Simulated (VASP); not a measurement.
# Hf (Im-3m) in VASP: a series of runs

Hf is run at these levels: PBE; tasks: relaxation of cell and atoms.

All numbers are computed with VASP 6.6.1; they aren't measurements. Logs are shortened: lines on timing, memory, paths and dates and some standing lists are left out, and cuts for length are marked.

## 1. The cell of the first run

Symmetry: Im-3m, No. 229, cubic system. The conventional cell has a = 3.304 Å, b = 3.304 Å, c = 3.304 Å, α = 90.00°, β = 90.00°, γ = 90.00°. Hf (site symmetry m-3m) has 14 Hf at 2.86 to 3.30 Å within 3.8 Å.

## 2. Relaxation of cell and atoms, PBE, target pressure 30 GPa, at which the enthalpy is minimised

The input, INCAR:

```
PREC = Accurate
ENCUT = 600
EDIFF = 1E-6
ISMEAR = -1
SIGMA = 0.08
LREAL = False
LASPH = True
NELM = 60
ALGO = Normal
ISIF = 3
LWAVE = False
LCHARG = False
GGA = PE
IBRION = 2
NSW = 32
EDIFFG = -0.005
PSTRESS = 300.0
```

The input, KPOINTS:

```
regular mesh
0
Gamma
  16 16 16
```

The input, POSCAR:

```
Hf
1.0
   -1.6520905260      1.6520905260      1.6520905260
    1.6520905260     -1.6520905260      1.6520905260
    1.6520905260      1.6520905260     -1.6520905260
Hf
1
Direct
    0.0000000000      0.0000000000      0.0000000000
```

Potentials or basis: VASP PAW PBE potentials, release 64 (Hf_pv).

Command:

```console
cat potpaw_PBE.64/Hf_pv/POTCAR > POTCAR
mpirun -np 1 vasp_std > vasp.out
```

OUTCAR:

```text
PREC = Accurate
   ENCUT = 600
   EDIFF = 1E-6
   ISMEAR = -1
   LREAL = False
   LASPH = True
   NELM = 60
   ISIF = 3
   GGA = PE
   IBRION = 2
   NSW = 32
   EDIFFG = -0.005
   PSTRESS = 300.0

 ion  position               nearest neighbor table
   1  0.000  0.000  0.000-

  LATTYP: Found a body centered cubic cell.
 ALAT       =     3.3041810520

  Lattice vectors:

 A1 = (  -1.6520905260,   1.6520905260,   1.6520905260)
 A2 = (   1.6520905260,  -1.6520905260,   1.6520905260)
 A3 = (   1.6520905260,   1.6520905260,  -1.6520905260)

Analysis of symmetry for initial positions (statically):
=====================================================================
 Subroutine PRICEL returns:
 Original cell was already a primitive cell.

 Routine SETGRP: Setting up the symmetry group for a
 body centered cubic supercell.

 Subroutine GETGRP returns: Found 48 space group operations
[... 9 lines left out ...]

 Routine SETGRP: Setting up the symmetry group for a
 body centered cubic supercell.

 Subroutine GETGRP returns: Found 48 space group operations
[... 11 lines left out ...]
                                     Primitive cell

  volume of cell :      18.0369

  direct lattice vectors                    reciprocal lattice vectors
    -1.652090526  1.652090526  1.652090526     0.000000000  0.302646854  0.302646854
     1.652090526 -1.652090526  1.652090526     0.302646854  0.000000000  0.302646854
     1.652090526  1.652090526 -1.652090526     0.302646854  0.302646854  0.000000000

  length of vectors
     2.861504730  2.861504730  2.861504730     0.428007285  0.428007285  0.428007285

  position of ions in fractional coordinates (direct lattice)
     0.000000000  0.000000000  0.000000000

  ion indices of the primitive-cell ions
   primitive index   ion index
                 1           1

----------------------------------------------------------------------------------------

 KPOINTS: regular mesh

Automatic generation of k-mesh.
 Grid dimensions read from file:
 generate k-points for:   16   16   16

 Generating k-lattice:

  Cartesian coordinates                     Fractional coordinates (reciprocal lattice)
     0.000000000  0.018915428  0.018915428     0.062500000  0.000000000  0.000000000
     0.018915428  0.000000000  0.018915428     0.000000000  0.062500000  0.000000000
     0.018915428  0.018915428  0.000000000     0.000000000  0.000000000  0.062500000

  Length of vectors
     0.026750455  0.026750455  0.026750455

  Shift w.r.t. Gamma in fractional coordinates (k-lattice)
     0.000000000  0.000000000  0.000000000

 Subroutine IBZKPT returns following result:
 ===========================================

 Found    145 irreducible k-points:

 Following reciprocal coordinates:
            Coordinates               Weight
  0.000000  0.000000  0.000000      1.000000
  0.062500  0.000000  0.000000     12.000000
  0.125000  0.000000  0.000000     12.000000
  0.187500  0.000000  0.000000     12.000000
  0.250000  0.000000  0.000000     12.000000
  0.312500  0.000000  0.000000     12.000000
[... 16 lines left out ...]
  0.187500  0.187500  0.000000     24.000000
  0.250000  0.187500  0.000000     48.000000
 [... further k-points ...]
   k-points           NKPTS =    145   k-points in BZ     NKDIM =    145   number of bands    NBANDS=      9
   number of dos      NEDOS =    301   number of ions     NIONS =      1
   total plane-waves  NPLWV =  13824
   dimension x,y,z NGX =    24 NGY =   24 NGZ =   24
   dimension x,y,z NGXF=    48 NGYF=   48 NGZF=   48
   ions per type =               1
   NGX,Y,Z   is equivalent  to a cutoff of  13.94, 13.94, 13.94 a.u.
   NGXF,Y,Z  is equivalent  to a cutoff of  27.89, 27.89, 27.89 a.u.
 SYSTEM =  unknown system
   PREC   = accura    normal or accurate (medium, high low for compatibility)
   ISTART =      0    job   : 0-new  1-cont  2-samecut
   ICHARG =      2    charge: 1-file 2-atom 10-const
   ISPIN  =      1    spin polarized calculation?
   LNONCOLLINEAR =      F non collinear calculations
   LSORBIT =      F    spin-orbit coupling
   LASPH  =      T    aspherical Exc in radial PAW
   ENCUT  =  600.0 eV  44.10 Ry    6.64 a.u.   5.72  5.72  5.72*2*pi/ulx,y,z
   NELM   =     60;   NELMIN=  2; NELMDL= -5     # of ELM steps
   EDIFF  = 0.1E-05   stopping-criterion for ELM
   LREAL  =      F    real-space projection
   EDIFFG = -.5E-02   stopping-criterion for IOM
   NSW    =     32    number of steps for IOM
   IBRION =      2    ionic relax: 0-MD 1-quasi-New 2-CG
   NFREE  =      1    steps in history (QN), initial steepest desc. (CG)
   ISIF   =      3    stress and relaxation
   ISYM   =      2    0-nonsym 1-usesym 2-fastsym
   POTIM  = 0.5000    time-step for ionic-motion
   TEBEG  =    0.0;   TEEND  =   0.0 temperature during run
   PSTRESS=  300.0 pullay stress
   NELECT =      10.0000    total number of electrons
   NUPDOWN=      -1.0000    fix difference up-down
   EMIN   =  10.00;   EMAX   =-10.00  energy-range for DOS
   EFERMI =   0.00;   METHOD = LEGACY
   ISMEAR =    -1;   SIGMA  =   0.08  broadening in eV -4-tet -1-fermi 0-gaus
   EFERMI_NEDOS =   21; number of points for ismear=-14 and -15
   IALGO  =     38    algorithm
   IMIX   =      4    mixing-type and parameters
     AMIX     =   0.40;   BMIX     =  1.00
     AMIX_MAG =   1.60;   BMIX_MAG =  1.00
  volume/ion in A,a.u.               =      18.04       121.72
  Fermi-wavevector in a.u.,A,eV,Ry     =   1.344893  2.541479 24.609355  1.808737
  Thomas-Fermi vector in A             =   2.472850
   LORBIT       =      0    0 simple, 1 ext, 2 COOP (PROOUT), +10 PAW based schemes
   GGA     = PE    functional components
   LHFCALC =     F    Hartree Fock is set to
   AEXX    =    0.0000 exact exchange contribution
   IVDW    =     0    specifies the selected vdW correction
   LEPSILON=     F    determine dielectric tensor
   LRPA    =     F    only Hartree local field effects (RPA)
 conjugate gradient relaxation of ions
 non-spin polarized calculation
  energy-cutoff  :      600.00
  volume of cell :       18.04
 maximum number of plane-waves:       622
   NGX = 11   NGY = 11   NGZ = 11

--------------------------------------- Ionic step        1  -------------------------------------------

 number of electron      10.0000000 magnetization

 Free energy of the ion-electron system (eV)
  ---------------------------------------------------
  ext. energy  EPLUGINS =         0.00000000
  ---------------------------------------------------
  free energy    TOTEN  =        -9.42779543 eV

  energy without entropy =       -9.39881293  energy(sigma->0) =       -9.41330418

------------------------ aborting loop because EDIFF is reached ----------------------------------------

  FORCE on cell =-STRESS in cart. coord.  units (eV):
  Direction    XX          YY          ZZ          XY          YZ          ZX
  --------------------------------------------------------------------------------------
  -------------------------------------------------------------------------------------
  Total        3.3429443      3.3429443      3.3429443      0.0000000     -0.0000000     -0.0000000
  in kB      296.9465002    296.9465002    296.9465002      0.0000000     -0.0000000     -0.0000000
  external PRESSURE =      -3.0534998 kB  Pullay stress =     300.0000000 kB

 VOLUME and BASIS-vectors are now :
 -----------------------------------------------------------------------------
  energy-cutoff  :      600.00
  volume of cell :       18.04
      direct lattice vectors                 reciprocal lattice vectors
    -1.652090526  1.652090526  1.652090526     0.000000000  0.302646854  0.302646854
     1.652090526 -1.652090526  1.652090526     0.302646854  0.000000000  0.302646854
     1.652090526  1.652090526 -1.652090526     0.302646854  0.302646854  0.000000000

 POSITION                                       TOTAL-FORCE (eV/Angst)
 -----------------------------------------------------------------------------------
      0.00000      0.00000      0.00000        -0.000000      0.000000     -0.000000
 -----------------------------------------------------------------------------------
    total drift:                               -0.000000      0.000000      0.000000

  FREE ENERGIE OF THE ION-ELECTRON SYSTEM (eV)
  ---------------------------------------------------
  free  energy   TOTEN  =        -9.4277954338 eV

  energy  without entropy=       -9.3988129344  energy(sigma->0) =       -9.41330418

  enthalpy is  TOTEN    =        -6.0504756362 eV   P V=        3.3773197976

--------------------------------------- Ionic step        2  -------------------------------------------

 number of electron      10.0000001 magnetization

------------------------ aborting loop because EDIFF is reached ----------------------------------------

  FORCE on cell =-STRESS in cart. coord.  units (eV):
  Direction    XX          YY          ZZ          XY          YZ          ZX
  --------------------------------------------------------------------------------------
  -------------------------------------------------------------------------------------
  Total        3.4258842      3.4258842      3.4258842      0.0000000     -0.0000000      0.0000000
  in kB      305.8328928    305.8328928    305.8328928      0.0000000     -0.0000000      0.0000000
  external PRESSURE =       5.8328928 kB  Pullay stress =     300.0000000 kB

 VOLUME and BASIS-vectors are now :
 -----------------------------------------------------------------------------
  energy-cutoff  :      600.00
  volume of cell :       17.95
      direct lattice vectors                 reciprocal lattice vectors
    -1.649350758  1.649350758  1.649350758     0.000000000  0.303149586  0.303149586
     1.649350758 -1.649350758  1.649350758     0.303149586  0.000000000  0.303149586
     1.649350758  1.649350758 -1.649350758     0.303149586  0.303149586  0.000000000

 POSITION                                       TOTAL-FORCE (eV/Angst)
 -----------------------------------------------------------------------------------
      1.64935      1.64935      1.64935         0.000000      0.000000      0.000000
 -----------------------------------------------------------------------------------
    total drift:                               -0.000000     -0.000000      0.000000

  FREE ENERGIE OF THE ION-ELECTRON SYSTEM (eV)
  ---------------------------------------------------
  free  energy   TOTEN  =        -9.4109355204 eV

  energy  without entropy=       -9.3821975090  energy(sigma->0) =       -9.39656651

  enthalpy is  TOTEN    =        -6.0503903562 eV   P V=        3.3605451642

--------------------------------------- Ionic step        3  -------------------------------------------

 number of electron      10.0000001 magnetization

 Free energy of the ion-electron system (eV)
  ---------------------------------------------------
  ext. energy  EPLUGINS =         0.00000000
  ---------------------------------------------------
  free energy    TOTEN  =        -9.42240461 eV

  energy without entropy =       -9.39349973  energy(sigma->0) =       -9.40795217

 E-fermi :   6.1299     XC(G=0): -12.3097

 val. band max:        6.1133933719   @ k =   0.3125   0.2500   0.1250
 cond. band min:       6.1487388850   @ k =   0.1875   0.1250  -0.0000
 fundamental gap:      0.0353455130
 Fermi energy:         6.1299034251

 k-point     1 :       0.0000    0.0000    0.0000
  band No.  band energies     occupation
      1     -22.8327      2.00000
      2     -22.8327      2.00000
      3     -22.8327      2.00000
      4      -1.5211      2.00000
      5       7.8105      0.00000
      6       7.8105      0.00000
      7       7.8105      0.00000
      8      11.2600      0.00000
      9      11.2600      0.00000
[... 265 lines left out ...]
 k-point    24 :       0.2500    0.1875    0.0000
  band No.  band energies     occupation
      1     -24.1274      2.00000
      2     -23.3654      2.00000
      3     -22.9772      2.00000
      4       2.8701      2.00000
      5       5.4128      1.99974
      6       6.1911      0.63538
      7      10.5589      0.00000
      8      12.3969      0.00000
      9      14.3238      0.00000

 [... further k-points ...]
[... 5 lines left out ...]
  --------------------------------------------------------------------------------------
  -------------------------------------------------------------------------------------
  Total        3.3742062      3.3742062      3.3742062     -0.0000000     -0.0000000      0.0000000
  in kB      300.2054441    300.2054441    300.2054441     -0.0000000     -0.0000000      0.0000000
  external PRESSURE =       0.2054441 kB  Pullay stress =     300.0000000 kB

 VOLUME and BASIS-vectors are now :
 -----------------------------------------------------------------------------
  energy-cutoff  :      600.00
  volume of cell :       18.01
      direct lattice vectors                 reciprocal lattice vectors
    -1.651205840  1.651205840  1.651205840     0.000000000  0.302809007  0.302809007
     1.651205840 -1.651205840  1.651205840     0.302809007  0.000000000  0.302809007
     1.651205840  1.651205840 -1.651205840     0.302809007  0.302809007  0.000000000

 POSITION                                       TOTAL-FORCE (eV/Angst)
 -----------------------------------------------------------------------------------
      0.00000      0.00000      0.00000         0.000000     -0.000000      0.000000
 -----------------------------------------------------------------------------------
    total drift:                               -0.000000     -0.000000      0.000000

  FREE ENERGIE OF THE ION-ELECTRON SYSTEM (eV)
  ---------------------------------------------------
  free  energy   TOTEN  =        -9.4224046086 eV

  energy  without entropy=       -9.3934997322  energy(sigma->0) =       -9.40795217

  enthalpy is  TOTEN    =        -6.0505075199 eV   P V=        3.3718970887

 reached required accuracy - stopping structural energy minimisation
```

Run time: 42 s. Hardware: 1 thread of AMD EPYC 7R43 (Zen 3), shared host; peak memory 0.13 GiB.

What came out:

* Free energy: -9.4224 eV
* Relaxed volume: 18.01 Å³/atom
* Relaxed cell: a = 2.860 Å, b = 2.860 Å, c = 2.860 Å, α = 109.47°, β = 109.47°, γ = 109.47°
* Space group after relaxing (to 0.05 Å): Im-3m (No. 229)
* Energy change on relaxing (the enthalpy is what falls): +5.4 meV/atom
* Ionic steps: 3
* Pressure after relaxing: 30.0 GPa
* Band gap on the k mesh: zero (band 5 reaches 7.81 eV, above the bottom of band 6 at 5.16 eV)

The path:
```csv
step,energy change (eV),largest force (eV/Å),pressure (GPa),volume (Å³)
1,0.0000,0.0000,29.69,18.04
2,0.0169,0.0000,30.58,17.95
3,0.0054,0.0000,30.02,18.01
```

Final structure:
```xyz
1
Lattice="-1.6512 1.6512 1.6512 1.6512 -1.6512 1.6512 1.6512 1.6512 -1.6512" Properties=species:S:1:pos:R:3 pbc="T T T"
Hf    0.0000    0.0000    0.0000
```

Levels at points of the mesh, in eV from the Fermi level:
```tsv
k point	band 3	band 4	band 5	band 6	band 7	band 8
(0.00, 0.00, 0.00)	-28.96	-7.65	1.68	1.68	1.68	5.13
(0.50, 0.00, 0.00)	-28.98	-4.10	-0.94	2.19	5.13	6.36
(0.50, 0.50, 0.50)	-30.07	-3.64	-3.64	8.57	8.57	8.57
```

Caveat: the cell is relaxed towards a set pressure, so the enthalpy falls and the energy may rise; spin-orbit coupling is left out, which moves the levels of the heavy elements.

(Part 1 of 2 ends here.)
